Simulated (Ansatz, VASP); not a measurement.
One calculation of AlBOs, two programs

INCAR

```
PREC = Accurate
ENCUT = 600
EDIFF = 1E-7
ISMEAR = -1
SIGMA = 0.15
LREAL = False
LASPH = True
NELM = 60
ALGO = Fast
ISIF = 3
LWAVE = False
LCHARG = False
GGA = PE
IBRION = 2
NSW = 80
EDIFFG = -0.001
```

KPOINTS

```
regular mesh
0
Gamma
  20 20 20
```

POSCAR

```
AlBOs
1.0
   -1.4466745970      1.4466745970      4.1530044571
    1.4466745970     -1.4466745970      4.1530044571
    1.4466745970      1.4466745970     -4.1530044571
Al B Os
1 1 1
Direct
    0.3275918947      0.3275918947      0.0000000000
    0.6415974795      0.6415974795      0.0000000000
    0.0308106258      0.0308106258      0.0000000000
```

Input for Ansatz:

```yaml
crystal:
  lattice:
    - [-1.4466746063, 1.4466746063, 4.1530046865]
    - [1.4466746063, -1.4466746063, 4.1530046865]
    - [1.4466746063, 1.4466746063, -4.1530046865]
  atoms:
    - { symbol: Al, position: [0.3275920183, 0.3275920183, 0.0] }
    - { symbol: B, position: [0.6415975092, 0.6415975092, 0.0] }
    - { symbol: Os, position: [0.0308104726, 0.0308104726, 0.0] }
basis:
  ecutwfc: 420
kpoints:
  mp_grid: { grid: [20, 20, 20] }
hamiltonian:
  xc: pbe
scf:
  occupations: { method: fermi_dirac, width: 0.15 }
output:
  forces: true
  stress: true
  eigenvalues: true
relax:
  adjacent_minimum: "off"
  f_tol: 0.001
  max_steps: 60
  cell: { stress_tol: 0.01 }
```

Alike in both runs: task relaxation of cell and atoms; functional PBE; k mesh 20 × 20 × 20; occupations fermi-dirac, width 0.15 eV; no spin polarisation.

|  | VASP | Ansatz |
| --- | --- | --- |
| version | VASP 6.6.1 | Ansatz 0.2.0 |
| potentials or method | VASP PAW PBE potentials, release 64 (Al, B, Os), cutoff 600 eV | scalar-relativistic, plane waves, PAW |
| valence electrons in the cell | 14 | 22 |

Ansatz gave:

| Property | Result |
| --- | --- |
| gap on the k mesh at the Fermi level, each at its own relaxed structure (eV) | none |
| relaxed volume (Å³/atom) | 11.60 |
| relaxed length of the cell vector where the two differ most in proportion (Å) | 4.634 |

**Question.** Estimate VASP's values.

**Answer.** gap on the k mesh at the Fermi level, each at its own relaxed structure (eV): none; relaxed volume (Å³/atom): 11.61; relaxed length of the cell vector where the two differ most in proportion (Å): 4.629.

A gap of «none» marks a metal or a gap that the smearing closes. VASP's potentials hold 14 valence electrons a cell and Ansatz's 22, so a difference there can come from the potentials and not from the codes.

Neither program's run includes spin-orbit coupling.
